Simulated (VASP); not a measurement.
WC, 2 atoms in the cell. The structure is cubic, space group Fm-3m (No. 225). The conventional cell has a = 4.365 Å, b = 4.365 Å, c = 4.365 Å, α = 90.00°, β = 90.00°, γ = 90.00°. W (site symmetry m-3m) has 6 C at 2.18 Å within 2.9 Å. Within 2.9 Å of C (site symmetry m-3m) lie 6 W at 2.18 Å. 

* Program: VASP 6.6.1
* Task: single point
* Functional: r2SCAN
* Potentials or basis: VASP PAW PBE potentials, release 64 (W_sv, C)
* Cutoff: 520 eV
* k mesh: 14 × 14 × 14
* Occupations: gaussian, width 0.15 eV
* Spin: no spin polarisation
* Dipole correction: no
* Further INCAR settings: ALGO = Normal; EDIFF = 1e-07; NBANDS = 16

Potentials or basis: VASP PAW PBE potentials, release 64 (W_sv, C).

Run with:

```sh
$ cat potpaw_PBE.64/W_sv/POTCAR potpaw_PBE.64/C/POTCAR > POTCAR
$ cp INCAR.step1 INCAR
$ mpirun -np 1 vasp_std > vasp.out
$ cp INCAR.step2 INCAR
$ mpirun -np 1 vasp_std > vasp.out
```

Hardware: 1 thread of Intel(R) Xeon(R) Platinum 8375C CPU @ 2.90GHz (Ice Lake) (shared host).

Estimate the wall time of this run.

It took 76 s on 1 thread of Intel(R) Xeon(R) Platinum 8375C CPU @ 2.90GHz (Ice Lake), on a shared host, peak memory 0.17 GiB. Counts: k points 104.
